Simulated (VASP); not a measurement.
**LiSi16 (a cell with a defect): single point with PBEsol**

System: LiSi16 (a cell with a defect).

```
CELL_PARAMETERS angstrom
0.00000 5.43000 5.43000
5.43000 0.00000 5.43000
5.43000 5.43000 0.00000
ATOMIC_POSITIONS crystal
Si 0.99906 0.00032 0.00046
Si 0.12249 0.12270 0.12272
Si 0.99786 0.99798 0.50214
Si 0.12241 0.12261 0.63239
Si 0.99788 0.50208 0.99802
Si 0.12244 0.63225 0.12267
Si 0.99783 0.50209 0.50214
Si 0.12762 0.62413 0.62417
Si 0.50158 0.99818 0.99820
Si 0.63092 0.12303 0.12305
Si 0.50159 0.99814 0.50215
Si 0.62397 0.12747 0.62433
Si 0.50159 0.50210 0.99818
Si 0.62399 0.62430 0.12745
Si 0.50009 0.49997 0.49995
Si 0.62395 0.62426 0.62430
Li 0.24774 0.25077 0.25115
```

| Property | Result |
| --- | --- |
| Program | VASP 6.6.1 |
| Task | single point |
| Functional | PBEsol |
| Potentials or basis | VASP PAW PBE potentials, release 64 (Si, Li_sv) |
| Cutoff | 520 eV |
| k mesh | 2 × 2 × 2 |
| Occupations | gaussian, width 0.05 eV |
| Spin | no spin polarisation |
| Dipole correction | no |
| Charge | 1 |
| Further INCAR settings | LREAL = Auto; ALGO = Normal; EDIFF = 1e-06; NBANDS = 48; NELECT = 66.0 |

```yaml
Largest_force: 0.031 eV/Å
```

Forces on the atoms (eV/Å):
```
Si  -0.002  0.001  0.002
Si   0.005 -0.007 -0.009
Si   0.001  0.001  0.004
Si   0.009 -0.003 -0.008
Si   0.001  0.003  0.000
Si   0.010 -0.006 -0.004
Si  -0.005  0.000 -0.001
Si   0.008 -0.009 -0.008
Si  -0.002 -0.003 -0.003
Si  -0.001  0.004  0.002
Si   0.004  0.001 -0.004
Si  -0.007  0.006 -0.004
Si   0.004 -0.004  0.001
Si  -0.007 -0.003  0.006
Si   0.001 -0.001 -0.001
Si   0.004  0.007  0.007
Li  -0.022  0.013  0.017
```

Levels at points of the mesh, in eV from the Fermi level:
```tsv
k point	band 29	band 30	band 31	band 32	band 33	band 34	band 35	band 36	band 37	band 38
(0.00, 0.00, 0.00)	-1.37	-1.37	-0.24	-0.24	-0.24	0.28	0.28	0.28	0.35	0.35
(0.50, 0.00, 0.00)	-2.37	-1.06	-1.06	-0.97	-0.97	0.87	1.05	1.05	1.24	1.24
(0.00, 0.50, 0.00)	-2.37	-1.06	-1.06	-0.97	-0.97	0.86	1.05	1.05	1.24	1.24
(0.00, 0.00, 0.50)	-2.37	-1.06	-1.06	-0.97	-0.97	0.86	1.05	1.05	1.24	1.24
(0.50, 0.50, 0.50)	-2.37	-1.06	-1.06	-0.97	-0.97	0.86	1.05	1.05	1.24	1.24
(0.50, 0.50, 0.00)	-2.17	-1.61	-1.61	-1.56	-1.52	0.73	0.80	1.86	1.98	1.98
(0.00, 0.50, 0.50)	-2.17	-1.61	-1.61	-1.56	-1.52	0.73	0.80	1.86	1.98	1.98
(0.50, 0.00, 0.50)	-2.17	-1.61	-1.61	-1.56	-1.52	0.73	0.80	1.86	1.98	1.98
```

Wall time 7.8 min on 1 thread of AMD EPYC 7R13, with other jobs on the host, peak memory 0.48 GiB.

Caveat: the k points lie up to 0.50 Å⁻¹ apart; the cell carries a net charge on a neutralising background, which shifts energy and pressure; the cell is charged against a uniform background, so pressure and absolute levels hang on convention; the PAW data sets were made with another functional, which shifts forces and pressure a little.
